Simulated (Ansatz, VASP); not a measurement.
**Two plane-wave programs on Os**

```xyz
1
Lattice="0.0000 1.9419 1.9419 1.9419 0.0000 1.9419 1.9419 1.9419 0.0000" Properties=species:S:1:pos:R:3 pbc="T T T"
Os    0.0000    0.0000    0.0000
```

Alike in both runs: task single point; functional r2SCAN; k mesh 16 × 16 × 16; occupations fermi-dirac, width 0.1 eV; no spin polarisation.

|  | VASP | Ansatz |
| --- | --- | --- |
| version | VASP 6.6.1 | Ansatz 0.2.0 |
| potentials or method | VASP PAW PBE potentials, release 64 (Os), cutoff 520 eV | plane waves (500 eV) with PAW, scalar-relativistic |
| valence electrons in the cell | 8 | 16 |

VASP gave:

| Item | Value |
| --- | --- |
| pressure (GPa) | -14.6 |

Question: Estimate Ansatz's values.

Answer: Pressure (GPa): -15.1.

VASP's potentials were made for PBE, not for r2SCAN. VASP's potentials hold 8 valence electrons a cell and Ansatz's 16, so a difference there can come from the potentials and not from the codes.

Spin-orbit coupling is off throughout.
